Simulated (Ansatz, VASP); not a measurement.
**H: VASP beside Ansatz**

Contents of INCAR:

```
SYSTEM = H
PREC     = Accurate       ! precision mode
ENCUT    = 520            ! plane-wave cutoff, eV
EDIFF    = 1E-7           ! SCF threshold, eV
ISMEAR   = 0              ! smearing method
SIGMA    = 0.05           ! smearing width, eV
LREAL    = .False.        ! projectors in reciprocal space
LASPH    = .True.         ! aspherical terms in the spheres
NELM     = 80             ! most SCF steps
ALGO     = Normal         ! electronic algorithm
ISIF     = 2              ! what is computed and relaxed
LWAVE    = .False.        ! write WAVECAR
LCHARG   = .False.        ! write CHGCAR
GGA      = PE             ! functional
IVDW     = 12             ! dispersion correction
NBANDS   = 6              ! bands
```

KPOINTS

```
regular mesh
0
Gamma
  10 10 26
  0 0 0
```

The input POSCAR:

```
H
1.0
    2.5833977704      0.0000000000      0.0000000000
    0.0000000000      2.5833977704      0.0000000000
    0.0000000000      0.0000000000      1.0050052430
H
1
Direct
    0.0000000000      0.0000000000      0.5000000000
```

Input for Ansatz:

```yaml
crystal:
  lattice:
    - [2.5833977704, 0.0, 0.0]
    - [0.0, 2.5833977704, 0.0]
    - [0.0, 0.0, 1.005005243]
  atoms:
    - { symbol: H, position: [0.0, 0.0, 0.5] }
basis:
  ecutwfc: 420
kpoints:
  mp_grid: { grid: [10, 10, 26] }
hamiltonian:
  xc: pbe
  dispersion: d3bj
scf:
  occupations: { method: gaussian, width: 0.05 }
output:
  forces: true
  stress: true
  eigenvalues: true
```

Change from the starting cell: strain -0.025 along x and y, +0.025 along z, atoms carried along.

Alike in both runs: task single point; functional PBE; dispersion D3(BJ); k mesh 10 × 10 × 26; occupations gaussian, width 0.05 eV; no spin polarisation.

|  | VASP | Ansatz |
| --- | --- | --- |
| version | VASP 6.6.1 | Ansatz 0.2.0 |
| potentials or method | VASP PAW PBE potentials, release 64 (H), cutoff 520 eV | scalar-relativistic, plane waves, PAW |
| valence electrons in the cell | 1 | 1 |

```tsv
	VASP	Ansatz	Ansatz less VASP
gap on the k mesh at the Fermi level (eV)	none	none	-
pressure (GPa)	-1.9	-1.7	+0.29
traceless stress, the component that is largest in VASP (GPa)	-5.82	-5.80	+0.025
```

A gap of «none» marks a metal or a gap that the smearing closes.
